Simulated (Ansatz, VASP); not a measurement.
## Two plane-wave programs on ReS

INCAR

```
ALGO     = Normal         # electronic algorithm
EDIFF    = 1E-6           # SCF threshold, eV
ENCUT    = 520            # plane-wave cutoff, eV
GGA      = PE             # functional
GGA_COMPAT= False        
ISIF     = 2              # what is computed and relaxed
ISMEAR   = 0              # smearing method
LASPH    = True           # aspherical terms in the spheres
LCHARG   = False          # write CHGCAR
LMAXMIX  = 4              # l up to which the mixer works
LORBIT   = 11             # projections on sites
LORBMOM  = True         
LREAL    = False          # projectors in reciprocal space
LSORBIT  = True           # spin-orbit coupling
LWAVE    = False          # write WAVECAR
MAGMOM   = 0 0 2 0 0 0    # initial moments
NBANDS   = 25             # bands
NELM     = 150            # most SCF steps
PREC     = Accurate       # precision mode
SIGMA    = 0.05           # smearing width, eV
```

KPOINTS

```
k-points
0
Gamma
  12 12 12
```

The input POSCAR:

```
ReS
1.0
    0.0000000000      2.6183291373      2.6183291373
    2.6183291373      0.0000000000      2.6183291373
    2.6183291373      2.6183291373      0.0000000000
Re S
1 1
Direct
    0.0000000000      0.0000000000      0.0000000000
    0.2500000000      0.2500000000      0.2500000000
```

Input for Ansatz:

```yaml
crystal:
  lattice:
    - [0.0, 2.6183291373, 2.6183291373]
    - [2.6183291373, 0.0, 2.6183291373]
    - [2.6183291373, 2.6183291373, 0.0]
  atoms:
    - { symbol: Re, position: [0.0, 0.0, 0.0], spin: 2.0, spin_axis: [0.0, 0.0, 1.0] }
    - { symbol: S, position: [0.25, 0.25, 0.25] }
basis:
  ecutwfc: 420
  ecutrho_ratio: 4
kpoints:
  mp_grid: { grid: [12, 12, 12] }
hamiltonian:
  xc: pbe
scf:
  occupations: { method: gaussian, width: 0.05 }
output:
  forces: true
  stress: true
  eigenvalues: true
  populations: true
  dos: { projected: true, de: 0.02 }
  write_density: true
  write_potential: true
  elf: true
  volumetric_format: npy
magnetization:
  noncollinear: true
  spin_orbit: true
```

Alike in both runs: task single point; functional PBE; k mesh 12 × 12 × 12; occupations gaussian, width 0.05 eV; non-collinear spin, spin-orbit coupling.

|  | VASP | Ansatz |
| --- | --- | --- |
| version | VASP 6.6.1 | Ansatz 0.2.0 |
| potentials or method | VASP PAW PBE potentials, release 64 (Re, S), cutoff 520 eV | plane waves, PAW |
| valence electrons in the cell | 13 | 21 |

Ansatz gave:

```
pressure (GPa)           : 0.6
net moment per atom (μB) : 0.00
```

**Question.** What did VASP give for the same quantities?

**Answer.** Pressure (GPa): 2.0; net moment per atom (μB): 0.00.

With one functional, cell and mesh, what is left measures potentials, basis and numerics. VASP's potentials hold 13 valence electrons a cell and Ansatz's 21, so a difference there can come from the potentials and not from the codes. Ansatz's warnings: seeded moment not kept, stress scf threshold loose.
